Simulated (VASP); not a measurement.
# CdSe (NiAs type) (P6_3/mmc) in VASP: notebook

Runs on CdSe (NiAs type). Level: PBE. Tasks: single point.

Program: VASP 6.6.1. These are calculated values, not measurements. Logs are shortened: lines on timing, memory, paths and dates and some standing lists are left out, and cuts for length are marked.

### Step 1. The cell of the first run

It takes space group P6_3/mmc (No. 194, hexagonal). Conventional cell: a = 3.836 Å, b = 3.836 Å, c = 6.452 Å, α = 90.00°, β = 90.00°, γ = 120.00°. Cd (site symmetry -3m) has 6 Se at 2.74 Å and 2 Cd at 3.23 Å within 3.6 Å. Se (site symmetry -6m2) has 6 Cd at 2.74 Å within 3.6 Å.

### Step 2. Single point, PBE

Contents of INCAR:

```
SYSTEM = CdSe
PREC     = Accurate       ! precision mode
ENCUT    = 520            ! plane-wave cutoff, eV
EDIFF    = 1E-7           ! SCF threshold, eV
ISMEAR   = -1             ! smearing method
SIGMA    = 0.08           ! smearing width, eV
LREAL    = .FALSE.        ! projectors in reciprocal space
LASPH    = .TRUE.         ! aspherical terms in the spheres
NELM     = 60             ! most SCF steps
ALGO     = Normal         ! electronic algorithm
ISIF     = 2              ! what is computed and relaxed
LWAVE    = .FALSE.        ! write WAVECAR
LCHARG   = .FALSE.        ! write CHGCAR
GGA      = PE             ! functional
NBANDS   = 26             ! bands
```

Contents of KPOINTS:

```
regular mesh
0
G
  10 10 6
  0 0 0
```

Contents of POSCAR:

```
CdSe
1.0
    3.8358021969      0.0000000000      0.0000000000
   -1.9179010984      3.3219021464      0.0000000000
    0.0000000000      0.0000000000      6.4523918620
Cd Se
2 2
Direct
    0.0000000000      0.0000000000      0.0000000000
    0.0000000000      0.0000000000      0.5000000000
    0.3333333333      0.6666666667      0.2500000000
    0.6666666667      0.3333333333      0.7500000000
```

Potentials or basis: VASP PAW PBE potentials, release 64 (Cd, Se).

Run with:

```sh
> cat potpaw_PBE.64/Cd/POTCAR potpaw_PBE.64/Se/POTCAR > POTCAR
> mpirun -np 1 vasp_std > vasp.out
```

OUTCAR:

```text
SYSTEM = CdSe
   PREC = Accurate
   ENCUT = 520
   EDIFF = 1E-7
   ISMEAR = -1
   LREAL = .FALSE.
   LASPH = .TRUE.
   NELM = 60
   ISIF = 2
   GGA = PE

 ion  position               nearest neighbor table
   1  0.000  0.000  0.000-   3 2.74   4 2.74   3 2.74   4 2.74   4 2.74   3 2.74   2 3.23   2 3.23

   2  0.000  0.000  0.500-   3 2.74   4 2.74   3 2.74   4 2.74   4 2.74   3 2.74   1 3.23   1 3.23

   3  0.333  0.667  0.250-   1 2.74   2 2.74   1 2.74   2 2.74   1 2.74   2 2.74
   4  0.667  0.333  0.750-   1 2.74   2 2.74   1 2.74   2 2.74   1 2.74   2 2.74

  LATTYP: Found a hexagonal cell.
 ALAT       =     3.8358021969
 C/A-ratio  =     1.6821492691

  Lattice vectors:

 A1 = (   3.8358021969,   0.0000000000,   0.0000000000)
 A2 = (  -1.9179010984,   3.3219021464,   0.0000000000)
 A3 = (   0.0000000000,   0.0000000000,   6.4523918620)

Analysis of symmetry for initial positions (statically):
=====================================================================
 Subroutine PRICEL returns:
 Original cell was already a primitive cell.

 Routine SETGRP: Setting up the symmetry group for a
 hexagonal supercell.

 Subroutine GETGRP returns: Found 24 space group operations
 (whereof 12 operations were pure point group operations)
 out of a pool of 24 trial point group operations.

The static configuration has the point symmetry D_3d.
 The point group associated with its full space group is D_6h.

Analysis of symmetry for dynamics (positions and initial velocities):
=====================================================================
 Subroutine PRICEL returns:
 Original cell was already a primitive cell.

 Routine SETGRP: Setting up the symmetry group for a
 hexagonal supercell.

 Subroutine GETGRP returns: Found 24 space group operations
 (whereof 12 operations were pure point group operations)
 out of a pool of 24 trial point group operations.

The dynamic configuration has the point symmetry D_3d.
 The point group associated with its full space group is D_6h.

 Subroutine INISYM returns: Found 24 space group operations
 (whereof 12 operations are pure point group operations),
 and found     1 'primitive' translations

----------------------------------------------------------------------------------------

                                     Primitive cell

  volume of cell :      82.2174

  direct lattice vectors                    reciprocal lattice vectors
     3.835802197  0.000000000  0.000000000     0.260701660  0.150516174  0.000000000
    -1.917901098  3.321902146  0.000000000     0.000000000  0.301032347  0.000000000
     0.000000000  0.000000000  6.452391862     0.000000000  0.000000000  0.154981288

  length of vectors
     3.835802197  3.835802197  6.452391862     0.301032347  0.301032347  0.154981288

  position of ions in fractional coordinates (direct lattice)
     0.000000000  0.000000000  0.000000000
     0.000000000  0.000000000  0.500000000
     0.333333333  0.666666667  0.250000000
     0.666666667  0.333333333  0.750000000

  ion indices of the primitive-cell ions
   primitive index   ion index
                 1           1
                 2           2
                 3           3
                 4           4

----------------------------------------------------------------------------------------

 KPOINTS: regular mesh

Automatic generation of k-mesh.
 Grid dimensions read from file:
 generate k-points for:   10   10    6

 Generating k-lattice:

  Cartesian coordinates                     Fractional coordinates (reciprocal lattice)
     0.026070166  0.015051617  0.000000000     0.100000000  0.000000000  0.000000000
     0.000000000  0.030103235  0.000000000     0.000000000  0.100000000  0.000000000
     0.000000000  0.000000000  0.025830215     0.000000000  0.000000000  0.166666667

  Length of vectors
     0.030103235  0.030103235  0.025830215

  Shift w.r.t. Gamma in fractional coordinates (k-lattice)
     0.000000000  0.000000000  0.000000000

 Subroutine IBZKPT returns following result:
 ===========================================

 Found     56 irreducible k-points:

 Following reciprocal coordinates:
            Coordinates               Weight
  0.000000  0.000000  0.000000      1.000000
  0.100000  0.000000  0.000000      6.000000
  0.200000  0.000000  0.000000      6.000000
  0.300000 -0.000000  0.000000      6.000000
  0.400000 -0.000000  0.000000      6.000000
  0.500000 -0.000000  0.000000      3.000000
[... 16 lines left out ...]
  0.300000  0.100000  0.166667     24.000000
  0.400000  0.100000  0.166667     24.000000
 [... further k-points ...]
   k-points           NKPTS =     56   k-points in BZ     NKDIM =     56   number of bands    NBANDS=     26
   number of dos      NEDOS =    301   number of ions     NIONS =      4
   total plane-waves  NPLWV =  43200
   dimension x,y,z NGX =    30 NGY =   30 NGZ =   48
   dimension x,y,z NGXF=    60 NGYF=   60 NGZF=   96
   ions per type =               2   2
   NGX,Y,Z   is equivalent  to a cutoff of  13.00, 13.00, 12.37 a.u.
   NGXF,Y,Z  is equivalent  to a cutoff of  26.00, 26.00, 24.73 a.u.
 SYSTEM =  CdSe
   PREC   = accura    normal or accurate (medium, high low for compatibility)
   ISTART =      0    job   : 0-new  1-cont  2-samecut
   ICHARG =      2    charge: 1-file 2-atom 10-const
   ISPIN  =      1    spin polarized calculation?
   LNONCOLLINEAR =      F non collinear calculations
   LSORBIT =      F    spin-orbit coupling
   LASPH  =      T    aspherical Exc in radial PAW
   ENCUT  =  520.0 eV  38.22 Ry    6.18 a.u.   7.13  7.13 12.00*2*pi/ulx,y,z
   NELM   =     60;   NELMIN=  2; NELMDL= -5     # of ELM steps
   EDIFF  = 0.1E-06   stopping-criterion for ELM
   LREAL  =      F    real-space projection
   EDIFFG = 0.1E-05   stopping-criterion for IOM
   NSW    =      0    number of steps for IOM
   IBRION =     -1    ionic relax: 0-MD 1-quasi-New 2-CG
   NFREE  =      0    steps in history (QN), initial steepest desc. (CG)
   ISIF   =      2    stress and relaxation
   ISYM   =      2    0-nonsym 1-usesym 2-fastsym
   POTIM  = 0.5000    time-step for ionic-motion
   TEBEG  =    0.0;   TEEND  =   0.0 temperature during run
   PSTRESS=    0.0 pullay stress
   NELECT =      36.0000    total number of electrons
   NUPDOWN=      -1.0000    fix difference up-down
   EMIN   =  10.00;   EMAX   =-10.00  energy-range for DOS
   EFERMI =   0.00;   METHOD = LEGACY
   ISMEAR =    -1;   SIGMA  =   0.08  broadening in eV -4-tet -1-fermi 0-gaus
   EFERMI_NEDOS =   21; number of points for ismear=-14 and -15
   IALGO  =     38    algorithm
   IMIX   =      4    mixing-type and parameters
     AMIX     =   0.40;   BMIX     =  1.00
     AMIX_MAG =   1.60;   BMIX_MAG =  1.00
  volume/ion in A,a.u.               =      20.55       138.71
  Fermi-wavevector in a.u.,A,eV,Ry     =   1.243143  2.349200 21.026503  1.545404
  Thomas-Fermi vector in A             =   2.377467
   LORBIT       =      0    0 simple, 1 ext, 2 COOP (PROOUT), +10 PAW based schemes
   GGA     = PE    functional components
   LHFCALC =     F    Hartree Fock is set to
   AEXX    =    0.0000 exact exchange contribution
   IVDW    =     0    specifies the selected vdW correction
   LEPSILON=     F    determine dielectric tensor
   LRPA    =     F    only Hartree local field effects (RPA)
 non-spin polarized calculation
  energy-cutoff  :      520.00
  volume of cell :       82.22
 maximum number of plane-waves:      2238
 NGX is ok and might be reduce to    30
   NGX = 15   NGY = 15   NGZ = 23

 number of electron      36.0000006 magnetization

 Free energy of the ion-electron system (eV)
  ---------------------------------------------------
  ext. energy  EPLUGINS =         0.00000000
  ---------------------------------------------------
  free energy    TOTEN  =        -9.79281404 eV

  energy without entropy =       -9.78927257  energy(sigma->0) =       -9.79104330

 E-fermi :   3.9392     XC(G=0): -10.6846

 val. band max:        3.7207492596   @ k =   0.1000   0.0000   0.0000
 cond. band min:       3.9986418823   @ k =   0.3000   0.3000   0.0000
 fundamental gap:      0.2778926227
 Fermi energy:         3.9392147631

 k-point     1 :       0.0000    0.0000    0.0000
  band No.  band energies     occupation
      1     -10.2415      2.00000
      2      -9.0288      2.00000
      3      -5.0416      2.00000
      4      -5.0365      2.00000
      5      -5.0365      2.00000
      6      -4.7578      2.00000
[... 18 lines left out ...]
     25      12.1090      0.00000
     26      12.1090      0.00000

 k-point     2 :       0.1000    0.0000    0.0000
  band No.  band energies     occupation
      1     -10.1549      2.00000
      2      -9.0317      2.00000
      3      -5.0367      2.00000
      4      -5.0291      2.00000
      5      -4.9499      2.00000
      6      -4.7143      2.00000
[... 18 lines left out ...]
     25      11.8108      0.00000
     26      12.2190      0.00000

 k-point     3 :       0.2000    0.0000    0.0000
  band No.  band energies     occupation
      1      -9.9121      2.00000
      2      -9.0376      2.00000
      3      -5.0294      2.00000
      4      -5.0217      2.00000
      5      -4.7762      2.00000
      6      -4.7394      2.00000
[... 18 lines left out ...]
     25      11.3229      0.00000
     26      11.6521      0.00000

 k-point     4 :       0.3000   -0.0000    0.0000
  band No.  band energies     occupation
      1      -9.5745      2.00000
      2      -9.0359      2.00000
      3      -5.0402      2.00000
      4      -5.0333      2.00000
      5      -4.8831      2.00000
      6      -4.7970      2.00000
[... 18 lines left out ...]
     25      11.3293      0.00000
     26      12.7735      0.00000
[... 496 lines left out ...]
      1      -9.6548      2.00000
      2      -9.0866      2.00000
      3      -5.0311      2.00000
      4      -4.9459      2.00000
      5      -4.8268      2.00000
      6      -4.7407      2.00000
[... 18 lines left out ...]
     25      11.4908      0.00000
     26      12.3303      0.00000

 k-point    23 :       0.3000    0.1000    0.1667
  band No.  band energies     occupation
      1      -9.3436      2.00000
      2      -9.0484      2.00000
      3      -5.0571      2.00000
      4      -4.9716      2.00000
      5      -4.8825      2.00000
      6      -4.7936      2.00000
[... 18 lines left out ...]
     25      11.6848      0.00000
     26      13.0100      0.00000

 k-point    24 :       0.4000    0.1000    0.1667
  band No.  band energies     occupation
      1      -9.1712      2.00000
      2      -8.9743      2.00000
      3      -5.0755      2.00000
      4      -5.0171      2.00000
      5      -4.8913      2.00000
      6      -4.8522      2.00000
[... 18 lines left out ...]
     25      12.5676      0.00000
     26      13.4946      0.00000

 [... further k-points ...]

------------------------ aborting loop because EDIFF is reached ----------------------------------------

  FORCE on cell =-STRESS in cart. coord.  units (eV):
  Direction    XX          YY          ZZ          XY          YZ          ZX
  --------------------------------------------------------------------------------------
  -------------------------------------------------------------------------------------
  Total        7.0082565      7.0082565      7.0118368      0.0000000     -0.0000000      0.0000000
  in kB      136.5704677    136.5704677    136.6402382      0.0000000     -0.0000000      0.0000000
  external PRESSURE =     136.5937246 kB  Pullay stress =       0.0000000 kB

 VOLUME and BASIS-vectors are now :
 -----------------------------------------------------------------------------
  energy-cutoff  :      520.00
  volume of cell :       82.22
      direct lattice vectors                 reciprocal lattice vectors
     3.835802197  0.000000000  0.000000000     0.260701660  0.150516174  0.000000000
    -1.917901098  3.321902146  0.000000000     0.000000000  0.301032347  0.000000000
     0.000000000  0.000000000  6.452391862     0.000000000  0.000000000  0.154981288

 POSITION                                       TOTAL-FORCE (eV/Angst)
 -----------------------------------------------------------------------------------
      0.00000      0.00000      0.00000         0.000000      0.000000     -0.000000
      0.00000      0.00000      3.22620        -0.000000      0.000000     -0.000000
     -0.00000      2.21460      1.61310        -0.000000      0.000000      0.000000
      1.91790      1.10730      4.83929         0.000000      0.000000      0.000000
 -----------------------------------------------------------------------------------
    total drift:                                0.000000      0.000000      0.000000

  FREE ENERGIE OF THE ION-ELECTRON SYSTEM (eV)
  ---------------------------------------------------
  free  energy   TOTEN  =        -9.7928140387 eV

  energy  without entropy=       -9.7892725658  energy(sigma->0) =       -9.79104330
```

It took 83 s on 1 thread of Intel Xeon Platinum 8559C (Emerald Rapids), shared host; peak memory 0.25 GiB.

What came out:

* Free energy: -9.7928 eV
* Pressure: 13.7 GPa
* Band gap on the k mesh: 0.28 eV, indirect (least direct gap 0.43 eV)

A k mesh can miss the band edges.

### Step 3. Single point, PBE

Contents of INCAR:

```
PREC = Accurate
ENCUT = 520
EDIFF = 1E-7
ISMEAR = -1
SIGMA = 0.08
LREAL = F
LASPH = T
NELM = 60
ALGO = Normal
ISIF = 2
LWAVE = F
LCHARG = T
GGA = PE
LELF = T
LVHAR = T
NBANDS = 26
```

Contents of KPOINTS:

```
Automatic mesh
0
Gamma
  10 10 6
```

POSCAR is that of step 2.

Potentials or basis: VASP PAW PBE potentials, release 64 (Cd, Se).

Run with:

```sh
> cat potpaw_PBE.64/Cd/POTCAR potpaw_PBE.64/Se/POTCAR > POTCAR
> mpirun -np 1 vasp_std > vasp.out
```

Run time: 91 s. Hardware: 1 thread of Intel Xeon Platinum 8559C (Emerald Rapids), shared host; peak memory 0.26 GiB.

The run converged. Its results:

| Quantity | Value |
| --- | --- |
| Free energy | -9.7928 eV |
| Pressure | 13.7 GPa |
| Band gap on the k mesh | 0.28 eV, indirect (least direct gap 0.43 eV) |

Levels at points of the mesh, in eV from the valence-band top:
| k point | band 14 | band 15 | band 16 | band 17 | band 18 | band 19 | band 20 | band 21 | band 22 | band 23 |
| --- | --- | --- | --- | --- | --- | --- | --- | --- | --- | --- |
| (0.00, 0.00, 0.00) | -1.10 | -0.90 | -0.90 | 0.00 | 0.00 | 0.42 | 2.88 | 6.16 | 6.16 | 7.88 |
| (0.50, 0.00, 0.00) | -4.58 | -3.83 | -2.58 | -2.08 | -0.07 | 2.31 | 3.17 | 3.30 | 5.19 | 6.72 |
| (0.00, 0.00, 0.50) | -4.19 | -0.42 | -0.42 | -0.42 | -0.42 | 2.95 | 2.95 | 6.54 | 6.54 | 6.56 |
| (0.50, 0.00, 0.50) | -5.53 | -1.71 | -1.71 | -1.52 | -1.52 | 1.52 | 1.52 | 5.15 | 5.15 | 7.82 |

A k mesh can miss the band edges.
